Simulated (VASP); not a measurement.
# BiTe: single point with PBEsol

BiTe:

```
CELL_PARAMETERS angstrom
0.00000 3.25522 3.25522
3.23500 0.02022 3.23500
3.23500 3.23500 0.02022
ATOMIC_POSITIONS crystal
Bi 0.00000 0.00000 0.00000
Te 0.50000 0.50000 0.50000
```

This cell differs from its parent crystal: strain +0.0125 x Voigt [0, 0, 0, 1, 0, 0].

* Program: VASP 6.6.1
* Task: single point
* Functional: PBEsol
* Potentials or basis: VASP PAW PBE potentials, release 64 (Bi_d, Te)
* Cutoff: 500 eV
* k mesh: 14 × 14 × 14
* Occupations: gaussian, width 0.15 eV
* Spin: no spin polarisation
* Dipole correction: no
* Further INCAR settings: ALGO = Normal; EDIFF = 1e-06; NBANDS = 18

```yaml
Pressure: -1.7 GPa
Band_gap_on_the_k_mesh: zero (an odd number of electrons rules out a gap without spin polarisation)
```

Levels at points of the mesh, in eV from the Fermi level:
| k point | band 7 | band 8 | band 9 | band 10 | band 11 | band 12 | band 13 | band 14 |
| --- | --- | --- | --- | --- | --- | --- | --- | --- |
| (0.00, 0.00, 0.00) | -8.14 | -2.59 | -2.53 | -2.48 | 2.13 | 2.15 | 2.17 | 4.56 |
| (0.50, 0.00, 0.00) | -11.27 | -1.90 | -1.87 | -1.58 | -0.84 | -0.62 | -0.59 | 7.21 |
| (0.00, 0.50, 0.00) | -11.25 | -1.94 | -1.91 | -1.63 | -0.89 | -0.68 | -0.64 | 7.25 |
| (0.50, 0.50, 0.00) | -9.96 | -5.68 | -4.01 | -4.01 | 2.17 | 3.59 | 3.59 | 4.95 |
| (0.00, 0.50, 0.50) | -9.96 | -5.68 | -4.07 | -3.95 | 2.17 | 3.57 | 3.62 | 4.95 |

Run time: 8.3 min on 1 thread of Oxide Virtual Turin-like Processor, on a shared host, peak memory 0.56 GiB.

Caveat: the cell differs from its parent crystal (strain +0.0125 x Voigt [0, 0, 0, 1, 0, 0]); the PAW data sets were made with another functional, which shifts forces and pressure a little; spin-orbit coupling is left out, which moves the levels of the heavy elements; an odd number of electrons without spin polarisation forces a metal; a magnetic or distorted state may lie lower.
